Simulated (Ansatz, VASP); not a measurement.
**InAs in VASP and in Ansatz**

INCAR

```
PREC     = Accurate       # precision mode
ENCUT    = 520            # plane-wave cutoff, eV
EDIFF    = 1E-6           # SCF threshold, eV
ISMEAR   = 0              # smearing method
SIGMA    = 0.15           # smearing width, eV
LREAL    = F              # projectors in reciprocal space
LASPH    = T              # aspherical terms in the spheres
NELM     = 60             # most SCF steps
ALGO     = Normal         # electronic algorithm
ISIF     = 2              # what is computed and relaxed
LWAVE    = F              # write WAVECAR
LCHARG   = F              # write CHGCAR
GGA      = PE             # functional
NBANDS   = 16             # bands
```

The input KPOINTS:

```
regular mesh
0
Gamma
  18 18 18
```

Contents of POSCAR:

```
InAs
1.0
    0.0000000000      2.7315175793      2.7315175793
    2.7315175793      0.0000000000      2.7315175793
    2.7315175793      2.7315175793      0.0000000000
In As
1 1
Direct
    0.5000000000      0.5000000000      0.5000000000
    0.0000000000      0.0000000000      0.0000000000
```

Input for Ansatz:

```yaml
crystal:
  lattice:
    - [0.0, 2.7315175793, 2.7315175793]
    - [2.7315175793, 0.0, 2.7315175793]
    - [2.7315175793, 2.7315175793, 0.0]
  atoms:
    - { symbol: In, position: [0.5, 0.5, 0.5] }
    - { symbol: As, position: [0.0, 0.0, 0.0] }
basis:
  ecutwfc: 420
kpoints:
  mp_grid: { grid: [18, 18, 18] }
hamiltonian:
  xc: pbe
scf:
  occupations: { method: gaussian, width: 0.15 }
output:
  forces: true
  stress: true
  eigenvalues: true
```

Change from the starting cell: strain -0.050 along x and y, -0.050 along z, atoms carried along.

Alike in both runs: task single point; functional PBE; k mesh 18 × 18 × 18; occupations gaussian, width 0.15 eV; no spin polarisation.

```csv
,VASP,Ansatz
version,VASP 6.6.1,Ansatz 0.2.0
potentials or method,"VASP PAW PBE potentials, release 64 (In_d, As), cutoff 520 eV","scalar-relativistic, plane waves, PAW"
valence electrons in the cell,18,28
```

Ansatz gave:

- gap on the k mesh at the Fermi level (eV): none
- pressure (GPa): 13.6

Estimate VASP's values.

gap on the k mesh at the Fermi level (eV): none; pressure (GPa): 13.8.

A gap of «none» marks a metal or a gap that the smearing closes. VASP's potentials hold 18 valence electrons a cell and Ansatz's 28, so a difference there can come from the potentials and not from the codes.
